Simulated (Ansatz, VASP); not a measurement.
**Two plane-wave programs on BN**

The input INCAR:

```
PREC     = Accurate       # precision mode
ENCUT    = 520            # plane-wave cutoff, eV
EDIFF    = 1E-7           # SCF threshold, eV
ISMEAR   = 0              # smearing method
SIGMA    = 0.05           # smearing width, eV
LREAL    = F              # projectors in reciprocal space
LASPH    = T              # aspherical terms in the spheres
NELM     = 60             # most SCF steps
ALGO     = Normal         # electronic algorithm
ISIF     = 2              # what is computed and relaxed
LWAVE    = F              # write WAVECAR
LCHARG   = T              # write CHGCAR
GGA      = PE             # functional
LELF     = T              # ELF
LVHAR    = T            
NBANDS   = 16             # bands
```

Contents of KPOINTS:

```
Automatic mesh
0
Gamma
  12 12 6
```

POSCAR

```
BN
1.0
    2.5539396017      0.0000000000      0.0000000000
   -1.2769698009      2.2117765748      0.0000000000
    0.0000000000      0.0000000000      4.2268550000
B N
2 2
Direct
    0.6666666667      0.3333333333      0.9642366223
    0.3333333333      0.6666666667      0.4997240000
    0.6666666667      0.3333333333      0.6252760000
    0.3333333333      0.6666666667      0.1252760000
```

Input for Ansatz:

```yaml
crystal:
  lattice:
    - [2.5539396017, 0.0, 0.0]
    - [-1.2769698009, 2.2117765748, 0.0]
    - [0.0, 0.0, 4.226855]
  atoms:
    - { symbol: B, position: [0.6666666667, 0.3333333333, 0.9642366223] }
    - { symbol: B, position: [0.3333333333, 0.6666666667, 0.499724] }
    - { symbol: "N", position: [0.6666666667, 0.3333333333, 0.625276] }
    - { symbol: "N", position: [0.3333333333, 0.6666666667, 0.125276] }
basis:
  ecutwfc: 420
kpoints:
  mp_grid: { grid: [12, 12, 6] }
hamiltonian:
  xc: pbe
scf:
  occupations: { method: gaussian, width: 0.05 }
output:
  forces: true
  stress: true
  eigenvalues: true
```

Alike in both runs: task single point; functional PBE; k mesh 12 × 12 × 6; occupations gaussian, width 0.05 eV; no spin polarisation.

```csv
,VASP,Ansatz
version,VASP 6.6.1,Ansatz 0.2.0
potentials or method,"VASP PAW PBE potentials, release 64 (B, N), cutoff 520 eV","scalar-relativistic, plane waves, PAW"
valence electrons in the cell,16,16
```

```tsv
	VASP	Ansatz	Ansatz less VASP
gap on the k mesh at the Fermi level (eV)	3.67	3.69	+0.016
least direct gap on the mesh (eV)	7.27	7.27	+0.006
pressure (GPa)	3.8	3.6	-0.19
traceless stress, the component that is largest in VASP (GPa)	4.45	4.30	-0.149
rms of the force components (eV/Å)	2.192	2.185	-0.0063
```

Atom by atom the forces differ by 0.007 eV/Å (rms over components). With one functional, cell and mesh, what is left measures potentials, basis and numerics.
